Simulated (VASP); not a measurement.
Wanted: the native input for a VASP 6.6.1 run.

- Task: single point
- Functional: r2SCAN
- Potentials or basis: VASP PAW PBE potentials, release 64 (Ba_sv, Ti_sv, O)
- Cutoff: 520 eV
- k mesh: 6 × 6 × 6
- Occupations: gaussian, width 0.01 eV
- Spin: no spin polarisation
- Dipole correction: no
- Further INCAR settings: ALGO = Normal; EDIFF = 1e-06; NBANDS = 28

The system is BaTiO3.

```
Ba Ti O
1.0
     4.03364    0.00000    0.00000
     0.00000    4.03364    0.00000
     0.00000    0.00000    4.03364
Ba Ti O
1 1 3
Direct
  0.50000 0.50000 0.50000
  0.00000 0.00000 0.00000
  0.50000 0.00000 0.00000
  0.00000 0.50000 0.00000
  0.00000 0.00000 0.50000
```

This cell differs from its parent crystal: volume changed by +3%.

The input as run:

POSCAR

```
BaTiO3
1.0
    4.0336440314      0.0000000000      0.0000000000
    0.0000000000      4.0336440314      0.0000000000
    0.0000000000      0.0000000000      4.0336440314
Ba Ti O
1 1 3
Direct
    0.5000000000      0.5000000000      0.5000000000
    0.0000000000      0.0000000000      0.0000000000
    0.5000000000      0.0000000000      0.0000000000
    0.0000000000      0.5000000000      0.0000000000
    0.0000000000      0.0000000000      0.5000000000
```

INCAR.step1

```
SYSTEM = BaTiO3
PREC = Accurate
ENCUT = 520
ISMEAR = 0
SIGMA = 0.01
LREAL = .False.
LASPH = .True.
NELM = 80
NBANDS = 28
GGA = PE
ALGO = Normal
EDIFF = 1E-4
LWAVE = .True.
LCHARG = .False.
```

INCAR.step2

```
SYSTEM = BaTiO3
PREC = Accurate
ENCUT = 520
EDIFF = 1E-6
ISMEAR = 0
SIGMA = 0.01
LREAL = .False.
LASPH = .True.
NELM = 80
ALGO = Normal
ISIF = 2
LWAVE = .False.
LCHARG = .True.
METAGGA = R2SCAN
LMIXTAU = .True.
LELF = .True.
LVHAR = .True.
NBANDS = 28
ISTART = 1
```

KPOINTS

```
regular mesh
0
Gamma
  6 6 6
  0 0 0
```

Potentials or basis: VASP PAW PBE potentials, release 64 (Ba_sv, Ti_sv, O).

The run is started by

```console
$ cat potpaw_PBE.64/Ba_sv/POTCAR potpaw_PBE.64/Ti_sv/POTCAR potpaw_PBE.64/O/POTCAR > POTCAR
$ cp INCAR.step1 INCAR
$ mpirun -np 1 vasp_std > vasp.out
$ cp INCAR.step2 INCAR
$ mpirun -np 1 vasp_std > vasp.out
```

Results of the run:

```yaml
Pressure: -3.2 GPa
Band_gap_on_the_k_mesh: 2.08 eV, indirect (least direct gap 2.26 eV)
```

Caveat: the PAW data sets were made with another functional, which shifts forces and pressure a little; spin-orbit coupling is left out, which moves the levels of the heavy elements.

Run time: 2.6 min on 1 thread of AMD EPYC 7R43 64-Core Processor (Zen 3), on a shared host, peak memory 0.16 GiB.
